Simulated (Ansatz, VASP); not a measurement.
## Two plane-wave programs on As2Se

```
As Se
1.0
     3.78571    0.00000    0.00000
    -1.89286    3.27852    0.00000
     0.00000    0.00000   17.47344
As Se
6 3
Direct
  0.00000 0.00000 0.64217
  0.66667 0.33333 0.56685
  0.00000 0.00000 0.35783
  0.33333 0.66667 0.43315
  0.66667 0.33333 0.89890
  0.33333 0.66667 0.10110
  0.33333 0.66667 0.81468
  0.66667 0.33333 0.18532
  0.00000 0.00000 0.00000
```

Alike in both runs: functional PBE; k mesh 12 × 12 × 4; occupations gaussian, width 0.01 eV; no spin polarisation.

Ansatz relaxed the structure, and its values are those at the end. VASP's run is a single point on that final structure, the one shown.

|  | VASP | Ansatz |
| --- | --- | --- |
| version | VASP 6.6.1 | Ansatz 0.2.0 |
| potentials or method | VASP PAW PBE potentials, release 64 (As, Se), cutoff 520 eV | scalar-relativistic, plane waves, PAW |
| valence electrons in the cell | 48 | 138 |

Ansatz gave:

| Quantity | Value |
| --- | --- |
| gap on the k mesh at the Fermi level (eV) | none |
| pressure (GPa) | 0.0 |
| rms of the force components (eV/Å) | 0.002 |

Which values does VASP return?

gap on the k mesh at the Fermi level (eV): none; pressure (GPa): 0.2; rms of the force components (eV/Å): 0.023.

A gap of «none» marks a metal or a gap that the smearing closes. With one functional, cell and mesh, what is left measures potentials, basis and numerics. VASP's potentials hold 48 valence electrons a cell and Ansatz's 138, so a difference there can come from the potentials and not from the codes.
